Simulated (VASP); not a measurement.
# Si16HC16 (a cell with a defect) in VASP: notebook

Runs on Si16HC16 (a cell with a defect). Level: PBE. Tasks: single point.

Everything below comes from runs of VASP 6.6.1. Logs are shortened: lines on timing, memory, paths and dates and some standing lists are left out, and cuts for length are marked.

### Step 1. The cell of the first run

The cell holds a defect, 33 atoms: a = 6.188 Å, b = 6.188 Å, c = 10.129 Å, α = 90.00°, β = 90.00°, γ = 120.00°.

### Step 2. Single point, PBE

INCAR reads:

```
SYSTEM = Si16HC16
PREC = Accurate ; ENCUT = 520
EDIFF = 1E-7 ; ISMEAR = 0
SIGMA = 0.02 ; LREAL = Auto
LASPH = .True. ; NELM = 100
ALGO = Normal ; ISIF = 2
LWAVE = .False. ; LCHARG = .False.
GGA = PE ; NELECT = 128.0
NBANDS = 86
```

KPOINTS reads:

```
Automatic mesh
0
Gamma
  2 2 2
  0 0 0
```

POSCAR reads:

```
Si16HC16
1.0
    3.0941201811     -5.3591733586      0.0000000000
   -6.1882403624      0.0000000001      0.0000000000
    0.0000000000      0.0000000000    -10.1293391981
Si C H
16 16 1
Direct
    0.3344148211      0.1664280291      0.0629643245
    0.8320490310      0.1661176099      0.0629689645
    0.3344416909      0.6682374218      0.0629584011
    0.8329864890      0.6666509484      0.0643639222
    0.1633024240      0.3319551610      0.5581681973
    0.6650805566      0.3321246512      0.5609154644
    0.1678411837      0.8341204432      0.5600925084
    0.6651367219      0.8333011733      0.5609761791
    0.4980055358      0.4991498064      0.3121064403
    1.0001243926      0.4995809609      0.3117273435
    0.4998756004      1.0000762447      0.3113753956
    1.0001512624      1.0008868180      0.3117522218
    0.5139885978      0.5069860428      0.8129156146
    0.9937319888      0.5114900223      0.8116905594
    0.5029781311      1.0014769019      0.8138640477
    0.9940917458      0.9829310073      0.8117621337
    0.3329084321      0.1666035315      0.2505602735
    0.8334914176      0.1668977861      0.2503536460
    0.3328884663      0.6665741277      0.2505435893
    0.8326965189      0.6665093568      0.2523476557
    0.1710058508      0.3353194984      0.7572586770
    0.6679666360      0.3330563986      0.7491207325
    0.1715053682      0.8357978873      0.7483213714
    0.6680278395      0.8349577775      0.7491773009
   -0.0008620733      0.0000156170      0.5010087925
    0.4998604861      0.0000748868      0.4993138152
   -0.0009249561      0.4995652873      0.5009552845
    0.4968184124      0.4985987447      0.5019226724
    0.0002603013     -0.0005555047      0.9988367259
    0.5004456510      0.0003327259      0.9999298870
    0.0002304460      0.5010248222      0.9987877592
    0.5009347189      0.5005634949      0.9995461502
    1.1357257160      1.3195455218      0.8669824189
```

Potentials or basis: VASP PAW PBE potentials, release 64 (Si, C, H).

Launch:

```sh
> cat potpaw_PBE.64/Si/POTCAR potpaw_PBE.64/C/POTCAR potpaw_PBE.64/H/POTCAR > POTCAR
> mpirun -np 1 vasp_std > vasp.out
```

OUTCAR:

```text
SYSTEM = Si16HC16
   PREC = Accurate
   ENCUT = 520
   EDIFF = 1E-7
   ISMEAR = 0
   LREAL = Auto
   LASPH = .True.
   NELM = 100
   ISIF = 2
   GGA = PE
   NELECT = 128.0

 ion  position               nearest neighbor table
   1  0.334  0.166  0.063-  30 1.89  17 1.90  32 1.90  29 1.90   2 3.08  11 3.08   3 3.08   9 3.09
                             4 3.09  12 3.09  15 3.09   4 3.10   3 3.11   2 3.11  13 3.12  16 3.13
   2  0.832  0.166  0.063-  30 1.89  18 1.90  29 1.91  31 1.91  15 3.08   3 3.08   1 3.08  11 3.08
                            12 3.09  10 3.09   4 3.09   4 3.09   1 3.11   3 3.11  16 3.15  14 3.15
   3  0.334  0.668  0.063-  30 1.89  19 1.90  32 1.90  31 1.91   2 3.08  11 3.08   1 3.08   9 3.09
                             4 3.09  15 3.09  10 3.09   4 3.10   1 3.11   2 3.11  13 3.12  14 3.13
   4  0.833  0.667  0.064-  32 1.90  29 1.90  31 1.90  20 1.90  13 3.07  14 3.07  16 3.07  10 3.08
                            12 3.08   9 3.09   3 3.09   1 3.09   2 3.09   2 3.09   1 3.10   3 3.10
   5  0.163  0.332  0.558-  27 1.87  25 1.87  28 1.88  21 2.02  10 3.06  12 3.06   9 3.07   6 3.08
                             8 3.08   7 3.09   7 3.09   8 3.10   6 3.10
   6  0.665  0.332  0.561-  26 1.89  27 1.89  28 1.89  22 1.91   7 3.08   5 3.08   8 3.09  11 3.09
                             9 3.09  14 3.09  13 3.09  10 3.10   8 3.10   5 3.10   7 3.11  15 3.12
   7  0.168  0.834  0.560-  26 1.88  27 1.89  25 1.89  23 1.91   6 3.08   8 3.08  14 3.08  16 3.08
                            11 3.08  12 3.09  10 3.09   5 3.09   5 3.09   8 3.11   6 3.11  15 3.14
   8  0.665  0.833  0.561-  26 1.89  25 1.89  28 1.89  24 1.91   7 3.08   5 3.08   6 3.09  11 3.09
                             9 3.09  16 3.09  13 3.09  12 3.10   6 3.10   5 3.10   7 3.11  15 3.11
   9  0.498  0.499  0.312-  17 1.89  19 1.89  20 1.89  28 1.92   5 3.07  12 3.08  10 3.08   4 3.09
                             3 3.09   1 3.09   6 3.09   8 3.09  11 3.09  11 3.09  10 3.11  12 3.11
  10  0.000  0.500  0.312-  19 1.89  18 1.89  20 1.89  27 1.92   5 3.06   4 3.08   9 3.08  12 3.09
                             2 3.09   7 3.09   3 3.09  11 3.09  11 3.09   6 3.10  12 3.10   9 3.11
  11  0.500  0.000  0.311-  17 1.89  19 1.89  18 1.89  26 1.90   1 3.08   3 3.08   2 3.08   7 3.08
                             6 3.09   8 3.09  12 3.09  10 3.09   9 3.09   9 3.09  10 3.09  12 3.09
  12  0.000  0.001  0.312-  17 1.89  18 1.89  20 1.89  25 1.92   5 3.06   4 3.08   9 3.08  10 3.09
                             7 3.09   2 3.09   1 3.09  11 3.09  11 3.09   8 3.10  10 3.10   9 3.11
  13  0.514  0.507  0.813-  22 1.87  24 1.87  32 1.89  21 1.92  14 2.95  16 2.96   4 3.07   6 3.09
                             8 3.09  15 3.09  15 3.09   1 3.12   3 3.12
  14  0.994  0.511  0.812-  23 1.86  22 1.86  33 1.88  31 1.90  21 1.97  16 2.92  13 2.95   4 3.07
                             7 3.08   6 3.09  15 3.09  15 3.10   3 3.13   2 3.15
  15  0.503  0.001  0.814-  30 1.88  24 1.89  22 1.89  23 1.90   2 3.08   3 3.09   1 3.09  16 3.09
                            14 3.09  13 3.09  13 3.09  16 3.10  14 3.10   8 3.11   6 3.12   7 3.14
  16  0.994  0.983  0.812-  23 1.86  24 1.86  33 1.90  29 1.90  21 1.97  14 2.92  13 2.96   4 3.07
                             7 3.08  15 3.09   8 3.09  15 3.10   1 3.13   2 3.15
  17  0.333  0.167  0.251-  12 1.89   9 1.89  11 1.89   1 1.90
  18  0.833  0.167  0.250-  10 1.89  12 1.89  11 1.89   2 1.90
  19  0.333  0.667  0.251-  10 1.89   9 1.89  11 1.89   3 1.90
  20  0.833  0.667  0.252-  10 1.89  12 1.89   9 1.89   4 1.90
  21  0.171  0.335  0.757-  33 1.13  13 1.92  16 1.97  14 1.97   5 2.02
  22  0.668  0.333  0.749-  14 1.86  13 1.87  15 1.89   6 1.91
  23  0.172  0.836  0.748-  14 1.86  16 1.86  15 1.90   7 1.91
  24  0.668  0.835  0.749-  16 1.86  13 1.87  15 1.89   8 1.91
  25  0.999  0.000  0.501-   5 1.87   8 1.89   7 1.89  12 1.92
  26  0.500  0.000  0.499-   7 1.88   6 1.89   8 1.89  11 1.90
  27  0.999  0.500  0.501-   5 1.87   6 1.89   7 1.89  10 1.92
  28  0.497  0.499  0.502-   5 1.88   6 1.89   8 1.89   9 1.92
  29  0.000  0.999  0.999-  16 1.90   4 1.90   1 1.90   2 1.91
  30  0.500  0.000  1.000-  15 1.88   2 1.89   3 1.89   1 1.89
  31  0.000  0.501  0.999-  14 1.90   4 1.90   3 1.91   2 1.91
  32  0.501  0.501  1.000-  13 1.89   4 1.90   1 1.90   3 1.90
  33  0.136  0.320  0.867-  21 1.13  14 1.88  16 1.90

  LATTYP: Found a hexagonal cell.
 ALAT       =     6.1882403624
 C/A-ratio  =     1.6368690621

  Lattice vectors:

 A1 = (   3.0941201811,  -5.3591733586,   0.0000000000)
 A2 = (  -6.1882403624,   0.0000000001,   0.0000000000)
 A3 = (   0.0000000000,   0.0000000000, -10.1293391981)

Analysis of symmetry for initial positions (statically):
=====================================================================
 Subroutine PRICEL returns:
 Original cell was already a primitive cell.

 Routine SETGRP: Setting up the symmetry group for a
 hexagonal supercell.

 Subroutine GETGRP returns: Found  1 space group operations
 (whereof  1 operations were pure point group operations)
 out of a pool of 24 trial point group operations.

The static configuration has the point symmetry C_1 .

[... 119 lines left out ...]
     0.093297971  0.093297971  0.049361562

  Shift w.r.t. Gamma in fractional coordinates (k-lattice)
     0.000000000  0.000000000  0.000000000

 Subroutine IBZKPT returns following result:
 ===========================================

 Found      8 irreducible k-points:

 Following reciprocal coordinates:
            Coordinates               Weight
  0.000000  0.000000  0.000000      1.000000
  0.500000  0.000000  0.000000      1.000000
  0.000000  0.500000  0.000000      1.000000
  0.500000  0.500000  0.000000      1.000000
  0.000000  0.000000  0.500000      1.000000
  0.500000  0.000000  0.500000      1.000000
  0.000000  0.500000  0.500000      1.000000
  0.500000  0.500000  0.500000      1.000000
   k-points           NKPTS =      8   k-points in BZ     NKDIM =      8   number of bands    NBANDS=     86
   number of dos      NEDOS =    301   number of ions     NIONS =     33
   total plane-waves  NPLWV = 184320
   dimension x,y,z NGX =    48 NGY =   48 NGZ =   80
   dimension x,y,z NGXF=    96 NGYF=   96 NGZF=  160
   ions per type =              16  16   1
   NGX,Y,Z   is equivalent  to a cutoff of  12.90, 12.90, 13.13 a.u.
   NGXF,Y,Z  is equivalent  to a cutoff of  25.79, 25.79, 26.26 a.u.
 SYSTEM =  Si16HC16
   PREC   = accura    normal or accurate (medium, high low for compatibility)
   ISTART =      0    job   : 0-new  1-cont  2-samecut
   ICHARG =      2    charge: 1-file 2-atom 10-const
   ISPIN  =      1    spin polarized calculation?
   LNONCOLLINEAR =      F non collinear calculations
   LSORBIT =      F    spin-orbit coupling
   LASPH  =      T    aspherical Exc in radial PAW
   ENCUT  =  520.0 eV  38.22 Ry    6.18 a.u.  11.51 11.51 18.83*2*pi/ulx,y,z
   NELM   =    100;   NELMIN=  2; NELMDL= -5     # of ELM steps
   EDIFF  = 0.1E-06   stopping-criterion for ELM
   LREAL  =      T    real-space projection
   EDIFFG = 0.1E-05   stopping-criterion for IOM
   NSW    =      0    number of steps for IOM
   IBRION =     -1    ionic relax: 0-MD 1-quasi-New 2-CG
   NFREE  =      0    steps in history (QN), initial steepest desc. (CG)
   ISIF   =      2    stress and relaxation
   ISYM   =      2    0-nonsym 1-usesym 2-fastsym
   POTIM  = 0.5000    time-step for ionic-motion
   TEBEG  =    0.0;   TEEND  =   0.0 temperature during run
   PSTRESS=    0.0 pullay stress
   NELECT =     128.0000    total number of electrons
   NUPDOWN=      -1.0000    fix difference up-down
   EMIN   =  10.00;   EMAX   =-10.00  energy-range for DOS
   EFERMI =   0.00;   METHOD = LEGACY
   ISMEAR =     0;   SIGMA  =   0.02  broadening in eV -4-tet -1-fermi 0-gaus
   EFERMI_NEDOS =   21; number of points for ismear=-14 and -15
   IALGO  =     38    algorithm
   IMIX   =      4    mixing-type and parameters
     AMIX     =   0.40;   BMIX     =  1.00
     AMIX_MAG =   1.60;   BMIX_MAG =  1.00
  volume/ion in A,a.u.               =      10.18        68.70
  Fermi-wavevector in a.u.,A,eV,Ry     =   1.186851  2.242823 19.165368  1.408615
  Thomas-Fermi vector in A             =   2.323015
   LORBIT       =      0    0 simple, 1 ext, 2 COOP (PROOUT), +10 PAW based schemes
   GGA     = PE    functional components
   LHFCALC =     F    Hartree Fock is set to
   AEXX    =    0.0000 exact exchange contribution
   IVDW    =     0    specifies the selected vdW correction
   LEPSILON=     F    determine dielectric tensor
   LRPA    =     F    only Hartree local field effects (RPA)
 non-spin polarized calculation
 Gauss-broadening in eV      SIGMA  =   0.02
  energy-cutoff  :      520.00
  volume of cell :      335.93
 maximum number of plane-waves:      9074
 NGX is ok and might be reduce to    48
   NGX = 23   NGY = 23   NGZ = 37

 number of electron     128.0000001 magnetization

 Free energy of the ion-electron system (eV)
  ---------------------------------------------------
  ext. energy  EPLUGINS =         0.00000000
  ---------------------------------------------------
  free energy    TOTEN  =      -250.45888107 eV

  energy without entropy =     -250.45888107  energy(sigma->0) =     -250.45888107

 E-fermi :   8.2152     XC(G=0): -11.2788

 val. band max:        8.0948480242   @ k =   0.0000   0.0000   0.0000
 cond. band min:       9.7750169085   @ k =   0.0000   0.0000   0.0000
 fundamental gap:      1.6801688843
 Fermi energy:         8.2151822303

 k-point     1 :       0.0000    0.0000    0.0000
  band No.  band energies     occupation
      1      -7.6349      2.00000
      2      -6.4371      2.00000
      3      -6.0799      2.00000
      4      -4.9333      2.00000
      5      -3.9788      2.00000
      6      -3.9770      2.00000
[... 621 lines left out ...]
     75      13.5141      0.00000
     76      13.5941      0.00000
 [bands above 76 left out]

------------------------ aborting loop because EDIFF is reached ----------------------------------------

  FORCE on cell =-STRESS in cart. coord.  units (eV):
  Direction    XX          YY          ZZ          XY          YZ          ZX
  --------------------------------------------------------------------------------------
  -------------------------------------------------------------------------------------
  Total       -4.7903583     -5.7316754    -14.3385758     -0.0167267      0.5710353     -0.0312413
  in kB      -22.8471737    -27.3366994    -68.3865198     -0.0797763      2.7235002     -0.1490026
  external PRESSURE =     -39.5234643 kB  Pullay stress =       0.0000000 kB

 VOLUME and BASIS-vectors are now :
 -----------------------------------------------------------------------------
  energy-cutoff  :      520.00
  volume of cell :      335.93
      direct lattice vectors                 reciprocal lattice vectors
     3.094120181 -5.359173359  0.000000000    -0.000000000 -0.186595942  0.000000000
    -6.188240362  0.000000000  0.000000000    -0.161596826 -0.093297971  0.000000000
     0.000000000  0.000000000-10.129339198     0.000000000  0.000000000 -0.098723123

 POSITION                                       TOTAL-FORCE (eV/Angst)
 -----------------------------------------------------------------------------------
      0.00482     -1.79219     -0.63779        -0.001613      0.001737     -0.000164
      1.54648     -4.45909     -0.63783        -0.000133     -0.003329      0.000848
     -3.10041     -1.79233     -0.63773         0.001176      0.001381      0.000577
     -1.54804     -4.46412     -0.65196         0.000131     -0.000445      0.003640
     -1.54894     -0.87517     -5.65388         0.000991     -0.001219     -0.001830
      0.00257     -3.56428     -5.68170        -0.001026     -0.002352      0.000653
[... 25 lines left out ...]
     -1.54765     -2.68460    -10.12474         0.000882      0.005394     -0.001242
     -1.55747     -0.72738     -8.78196         0.001784      0.006502     -0.035448
 -----------------------------------------------------------------------------------
    total drift:                                0.001995      0.014176      0.015778

  FREE ENERGIE OF THE ION-ELECTRON SYSTEM (eV)
  ---------------------------------------------------
  free  energy   TOTEN  =      -250.4588810713 eV

  energy  without entropy=     -250.4588810713  energy(sigma->0) =     -250.45888107
```

Run time: 8 min. Hardware: 1 thread of AMD EPYC 7R13, shared host; peak memory 0.5 GiB.

Results:

```
Free energy   : -250.4589 eV
Largest force : 0.040 eV/Å
```

Forces on the atoms (eV/Å):
```
Si  -0.002  0.002  0.000
Si   0.000 -0.003  0.001
Si   0.001  0.001  0.001
Si   0.000  0.000  0.004
Si   0.001 -0.001 -0.002
Si  -0.001 -0.002  0.001
Si   0.000  0.000 -0.002
Si   0.001 -0.003  0.001
Si   0.000 -0.003 -0.003
Si  -0.001  0.000 -0.003
Si   0.001 -0.001  0.001
Si   0.002  0.000 -0.003
Si  -0.001 -0.001  0.001
Si   0.001 -0.001 -0.001
Si   0.000  0.001 -0.002
Si  -0.002  0.000 -0.002
C   -0.001  0.002 -0.002
C    0.000  0.000  0.002
C   -0.001  0.001 -0.002
C    0.001 -0.003  0.011
C   -0.002 -0.010  0.038
C   -0.003  0.009  0.006
C    0.000  0.002 -0.001
C    0.003  0.009  0.005
C    0.006 -0.002 -0.006
C   -0.002  0.001  0.002
C   -0.003 -0.002 -0.005
C    0.000 -0.012  0.004
C   -0.005  0.000 -0.002
C    0.001  0.002  0.000
C    0.005  0.001 -0.005
C    0.001  0.005 -0.001
H    0.002  0.007 -0.035
```

Caveat: the k points lie up to 0.59 Å⁻¹ apart; the cell carries a net charge on a neutralising background, which shifts energy and pressure; the cell is charged against a uniform background, so pressure and absolute levels hang on convention.

(Continued in part 2 of 3.)
